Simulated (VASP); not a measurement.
Crystal: GaN (NiAs type).

```xyz
4
Lattice="2.9675 0.0000 0.0000 -1.4837 2.5699 0.0000 0.0000 0.0000 5.0327" Properties=species:S:1:pos:R:3 pbc="T T T"
Ga    0.0000    0.0000    0.0000
Ga    0.0000    0.0000    2.5164
N     0.0000    1.7133    1.2582
N     1.4837    0.8566    3.7746
```

Base run:

| Quantity | Value |
| --- | --- |
| Program | VASP 6.6.1 |
| Functional | LDA |
| Potentials or basis | VASP PAW LDA potentials, release 64 (Ga_d, N) |
| Cutoff | 520 eV |
| k mesh | 12 × 12 × 7 |
| Occupations | fermi-dirac, width 0.08 eV |
| Spin | no spin polarisation |

Its results: band gap on the k mesh 1.09 eV (least direct gap 1.83 eV); pressure -4.5 GPa.

**Question.** The run is repeated on the same cell with these changes: functional from LDA to r2SCAN; potentials or basis from VASP PAW LDA potentials, release 64 (Ga_d, N) to VASP PAW PBE potentials, release 64 (Ga_d, N). What comes out?

**Answer.** Band gap on the k mesh 1.88 eV (least direct gap 2.27 eV); pressure 1.1 GPa.

Caveats: the cell stands under tension (at least some runs); the PAW data sets were made with another functional, which shifts forces and pressure a little (at least some runs).

A k mesh can miss the band edges.
